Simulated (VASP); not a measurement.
# Si (I4_1/amd) in VASP: notebook, part 2 of 2

VASP 6.6.1. The steps go on from the part before.

### Step 3. Single point, r2SCAN (strain +0.000 along x and y, +0.015 along z)

File POSCAR:

```
Si
1.0
   -2.3713723045      2.3713723045      1.3492043707
    2.3713723045     -2.3713723045      1.3492043707
    2.3713723045      2.3713723045     -1.3492043707
Si
2
Direct
    0.2500000000      0.7500000000      0.5000000000
    0.5000000000      0.5000000000      0.0000000000
```

File INCAR.step1:

```
PREC = Accurate ; ENCUT = 520
ISMEAR = 0 ; SIGMA = 0.15
LREAL = False ; LASPH = True
NELM = 60 ; NBANDS = 11
GGA = PE ; ALGO = Normal
EDIFF = 1E-4 ; LWAVE = True
LCHARG = False
```

File INCAR.step2:

```
PREC = Accurate ; ENCUT = 520
EDIFF = 1E-6 ; ISMEAR = 0
SIGMA = 0.15 ; LREAL = False
LASPH = True ; NELM = 60
ALGO = Normal ; ISIF = 2
LWAVE = False ; LCHARG = True
METAGGA = R2SCAN ; LMIXTAU = True
LELF = True ; LVHAR = True
NBANDS = 11 ; ISTART = 1
```

File KPOINTS:

```
regular mesh
0
Gamma
  20 20 20
```

Potentials or basis: VASP PAW PBE potentials, release 64 (Si).

On the command line:

```
> cat potpaw_PBE.64/Si/POTCAR > POTCAR
> cp INCAR.step1 INCAR
> mpirun -np 1 vasp_std > vasp.out
> cp INCAR.step2 INCAR
> mpirun -np 1 vasp_std > vasp.out
```

OUTCAR:

```text
PREC = Accurate
   ENCUT = 520
   EDIFF = 1E-6
   ISMEAR = 0
   LREAL = False
   LASPH = True
   NELM = 60
   ISIF = 2
   METAGGA = R2SCAN
   ISTART = 1

 ion  position               nearest neighbor table
   1  0.250  0.750  0.500-   2 2.47   2 2.47   2 2.47   2 2.47   2 3.12   2 3.12   2 3.12   2 3.12

   2  0.500  0.500  0.000-   1 2.47   1 2.47   1 2.47   1 2.47   1 3.12   1 3.12   1 3.12   1 3.12

  LATTYP: Found a body centered tetragonal cell.
 ALAT       =     4.7427446090
 C/A-ratio  =     0.5689551017

  Lattice vectors:

 A1 = (  -2.3713723045,   2.3713723045,   1.3492043707)
 A2 = (   2.3713723045,  -2.3713723045,   1.3492043707)
 A3 = (   2.3713723045,   2.3713723045,  -1.3492043707)

Analysis of symmetry for initial positions (statically):
=====================================================================
 Subroutine PRICEL returns:
 Original cell was already a primitive cell.

 Routine SETGRP: Setting up the symmetry group for a
 body centered tetragonal supercell.

 Subroutine GETGRP returns: Found 16 space group operations
 (whereof  8 operations were pure point group operations)
 out of a pool of 16 trial point group operations.

The static configuration has the point symmetry D_2d.
 The point group associated with its full space group is D_4h.

Analysis of symmetry for dynamics (positions and initial velocities):
=====================================================================
 Subroutine PRICEL returns:
 Original cell was already a primitive cell.

 Routine SETGRP: Setting up the symmetry group for a
 body centered tetragonal supercell.

 Subroutine GETGRP returns: Found 16 space group operations
 (whereof  8 operations were pure point group operations)
 out of a pool of 16 trial point group operations.

The dynamic configuration has the point symmetry D_2d.
 The point group associated with its full space group is D_4h.

 Subroutine INISYM returns: Found 16 space group operations
 (whereof  8 operations are pure point group operations),
 and found     1 'primitive' translations

----------------------------------------------------------------------------------------

                                     Primitive cell

  volume of cell :      30.3485

  direct lattice vectors                    reciprocal lattice vectors
    -2.371372304  2.371372304  1.349204371     0.000000000  0.210848376  0.370588779
     2.371372304 -2.371372304  1.349204371     0.210848376  0.000000000  0.370588779
     2.371372304  2.371372304 -1.349204371     0.210848376  0.210848376  0.000000000

  length of vectors
     3.614853475  3.614853475  3.614853475     0.426371998  0.426371998  0.298184633

  position of ions in fractional coordinates (direct lattice)
     0.250000000  0.750000000  0.500000000
     0.500000000  0.500000000  0.000000000

  ion indices of the primitive-cell ions
   primitive index   ion index
                 1           1
                 2           2

----------------------------------------------------------------------------------------

 KPOINTS: regular mesh

Automatic generation of k-mesh.
 Grid dimensions read from file:
 generate k-points for:   20   20   20

 Generating k-lattice:

  Cartesian coordinates                     Fractional coordinates (reciprocal lattice)
     0.000000000  0.010542419  0.018529439     0.050000000  0.000000000  0.000000000
     0.010542419  0.000000000  0.018529439     0.000000000  0.050000000  0.000000000
     0.010542419  0.010542419  0.000000000     0.000000000  0.000000000  0.050000000

  Length of vectors
     0.021318600  0.021318600  0.014909232

  Shift w.r.t. Gamma in fractional coordinates (k-lattice)
     0.000000000  0.000000000  0.000000000

 Subroutine IBZKPT returns following result:
 ===========================================

 Found    641 irreducible k-points:

 Following reciprocal coordinates:
            Coordinates               Weight
  0.000000  0.000000  0.000000      1.000000
  0.050000  0.000000  0.000000      8.000000
  0.100000 -0.000000  0.000000      8.000000
  0.150000 -0.000000  0.000000      8.000000
  0.200000 -0.000000  0.000000      8.000000
  0.250000  0.000000  0.000000      8.000000
[... 16 lines left out ...]
 -0.400000  0.050000  0.000000     16.000000
 -0.350000  0.050000  0.000000     16.000000
 [... further k-points ...]
   k-points           NKPTS =    641   k-points in BZ     NKDIM =    641   number of bands    NBANDS=     11
   number of dos      NEDOS =    301   number of ions     NIONS =      2
   total plane-waves  NPLWV =  21952
   dimension x,y,z NGX =    28 NGY =   28 NGZ =   28
   dimension x,y,z NGXF=    56 NGYF=   56 NGZF=   56
   ions per type =               2
   NGX,Y,Z   is equivalent  to a cutoff of  12.88, 12.88, 12.88 a.u.
   NGXF,Y,Z  is equivalent  to a cutoff of  25.75, 25.75, 25.75 a.u.
 SYSTEM =  unknown system
   PREC   = accura    normal or accurate (medium, high low for compatibility)
   ISTART =      1    job   : 0-new  1-cont  2-samecut
   ICHARG =      0    charge: 1-file 2-atom 10-const
   ISPIN  =      1    spin polarized calculation?
   LNONCOLLINEAR =      F non collinear calculations
   LSORBIT =      F    spin-orbit coupling
   LASPH  =      T    aspherical Exc in radial PAW
   ENCUT  =  520.0 eV  38.22 Ry    6.18 a.u.   6.72  6.72  6.72*2*pi/ulx,y,z
   NELM   =     60;   NELMIN=  2; NELMDL=  0     # of ELM steps
   EDIFF  = 0.1E-05   stopping-criterion for ELM
   LREAL  =      F    real-space projection
[... 7 lines left out ...]
   TEBEG  =    0.0;   TEEND  =   0.0 temperature during run
   PSTRESS=    0.0 pullay stress
   NELECT =       8.0000    total number of electrons
   NUPDOWN=      -1.0000    fix difference up-down
   EMIN   =  10.00;   EMAX   =-10.00  energy-range for DOS
   EFERMI =   0.00;   METHOD = LEGACY
   ISMEAR =     0;   SIGMA  =   0.15  broadening in eV -4-tet -1-fermi 0-gaus
   EFERMI_NEDOS =   21; number of points for ismear=-14 and -15
   IALGO  =     38    algorithm
   IMIX   =      4    mixing-type and parameters
     AMIX     =   0.40;   BMIX     =  1.00
     AMIX_MAG =   1.60;   BMIX_MAG =  1.00
  volume/ion in A,a.u.               =      15.17       102.40
  Fermi-wavevector in a.u.,A,eV,Ry     =   1.049685  1.983617 14.991431  1.101839
  Thomas-Fermi vector in A             =   2.184658
   LORBIT       =      0    0 simple, 1 ext, 2 COOP (PROOUT), +10 PAW based schemes
   METAGGA = R2SCAN    functional components
   LHFCALC =     F    Hartree Fock is set to
   AEXX    =    0.0000 exact exchange contribution
   IVDW    =     0    specifies the selected vdW correction
   LEPSILON=     F    determine dielectric tensor
   LRPA    =     F    only Hartree local field effects (RPA)
 non-spin polarized calculation
 Gauss-broadening in eV      SIGMA  =   0.15
  energy-cutoff  :      520.00
  volume of cell :       30.35
 maximum number of plane-waves:       831
   NGX = 13   NGY = 13   NGZ = 13

 number of electron       8.0000000 magnetization

 Free energy of the ion-electron system (eV)
  ---------------------------------------------------
  ext. energy  EPLUGINS =         0.00000000
  ---------------------------------------------------
  free energy    TOTEN  =       -16.68146506 eV

  energy without entropy =      -16.67411474  energy(sigma->0) =      -16.67778990

 E-fermi :   9.2391     XC(G=0): -11.5109

 val. band max:        9.2338273621   @ k =   0.4500   0.3500   0.1000
 cond. band min:       9.2448573259   @ k =  -0.1500  -0.1500   0.0500
 fundamental gap:      0.0110299639
 Fermi energy:         9.2390990962

 k-point     1 :       0.0000    0.0000    0.0000
  band No.  band energies     occupation
      1      -5.3148      2.00000
      2       6.6621      2.00000
      3       6.6621      2.00000
      4       7.7103      2.00000
      5      11.1943      0.00000
      6      16.9431      0.00000
      7      18.5084      0.00000
      8      18.8560      0.00000
      9      18.8560      0.00000
     10      20.0330      0.00000
     11      20.5792      0.00000
[... 309 lines left out ...]
 k-point    24 :      -0.3500    0.0500    0.0000
  band No.  band energies     occupation
      1      -2.6119      2.00000
      2       4.8628      2.00000
      3       6.4256      2.00000
      4       7.5683      2.00000
      5      10.8156      0.00000
      6      13.1703      0.00000
      7      14.0520      0.00000
      8      14.7094      0.00000
      9      16.9934      0.00000
     10      17.4700      0.00000
     11      22.1642      0.00000

 [... further k-points ...]

------------------------ aborting loop because EDIFF is reached ----------------------------------------

  FORCE on cell =-STRESS in cart. coord.  units (eV):
  Direction    XX          YY          ZZ          XY          YZ          ZX
  --------------------------------------------------------------------------------------
  -------------------------------------------------------------------------------------
  Total        0.3137064      0.3137064     -0.1451782      0.0000000      0.0000000      0.0000000
  in kB       16.5613859     16.5613859     -7.6643413      0.0000000      0.0000000      0.0000000
  external PRESSURE =       8.4861435 kB  Pullay stress =       0.0000000 kB

 VOLUME and BASIS-vectors are now :
 -----------------------------------------------------------------------------
  energy-cutoff  :      520.00
  volume of cell :       30.35
      direct lattice vectors                 reciprocal lattice vectors
    -2.371372304  2.371372304  1.349204371     0.000000000  0.210848376  0.370588779
     2.371372304 -2.371372304  1.349204371     0.210848376  0.000000000  0.370588779
     2.371372304  2.371372304 -1.349204371     0.210848376  0.210848376  0.000000000

 POSITION                                       TOTAL-FORCE (eV/Angst)
 -----------------------------------------------------------------------------------
      2.37137     -0.00000      0.67460        -0.000000      0.000000      0.000000
      0.00000      0.00000      1.34920         0.000000     -0.000000     -0.000000
 -----------------------------------------------------------------------------------
    total drift:                                0.000000      0.000000      0.000000

  FREE ENERGIE OF THE ION-ELECTRON SYSTEM (eV)
  ---------------------------------------------------
  free  energy   TOTEN  =       -16.6814650551 eV

  energy  without entropy=      -16.6741147355  energy(sigma->0) =      -16.67778990
```

OUTCAR.step1:

```text
PREC = Accurate
   ENCUT = 520
   ISMEAR = 0
   LREAL = False
   LASPH = True
[... 561 lines left out ...]
      2.37137     -0.00000      0.67460         0.000000     -0.000000      0.000000
      0.00000      0.00000      1.34920        -0.000000      0.000000     -0.000000
 -----------------------------------------------------------------------------------
    total drift:                                0.000000      0.000000      0.000000

  FREE ENERGIE OF THE ION-ELECTRON SYSTEM (eV)
  ---------------------------------------------------
  free  energy   TOTEN  =       -10.2634507086 eV

  energy  without entropy=      -10.2555659283  energy(sigma->0) =      -10.25950832
```

Run time: 7.8 min. Hardware: 1 thread of Intel Xeon Platinum 8488C (Sapphire Rapids), shared host; peak memory 0.29 GiB.

What came out:

| Quantity | Value |
| --- | --- |
| Free energy | -16.6815 eV |
| Pressure | 0.8 GPa |
| Band gap on the k mesh | zero (bands 4 and 5 overlap by 7.21 eV) |

Stress tensor (GPa, compression positive):
```
 1.66  0.00  0.00
 0.00  1.66  0.00
 0.00  0.00 -0.77
```

Caveat: the cell differs from its parent crystal (strain +0.000 along x and y, +0.015 along z); the PAW data sets were made with another functional, which shifts forces and pressure a little.
